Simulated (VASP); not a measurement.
C, 4 atoms in the cell. The cell holds a slab with vacuum, 4 atoms: a = 2.456 Å, b = 2.456 Å, c = 23.524 Å, α = 90.00°, β = 90.00°, γ = 120.00°. 

- Program: VASP 6.6.1
- Task: single point
- Functional: LDA
- Potentials or basis: VASP PAW LDA potentials, release 64 (C)
- Cutoff: 520 eV
- k mesh: 12 × 12 × 1
- Occupations: fermi-dirac, width 0.05 eV
- Spin: no spin polarisation
- Dipole correction: no
- Further INCAR settings: ALGO = Normal; EDIFF = 1e-07; NBANDS = 16

Potentials or basis: VASP PAW LDA potentials, release 64 (C).

The run is started by

```bash
$ cat potpaw_LDA.64/C/POTCAR > POTCAR
$ mpirun -np 1 vasp_std > vasp.out
```

Hardware: 1 thread of Intel(R) Xeon(R) 6975P-C (Granite Rapids), with other jobs on the host.

Task: Estimate the wall time of this run.

Result: Wall time 24 s on 1 thread of Intel(R) Xeon(R) 6975P-C (Granite Rapids) (shared host), peak memory 0.19 GiB. Counts: scf iterations 19, k points 19.
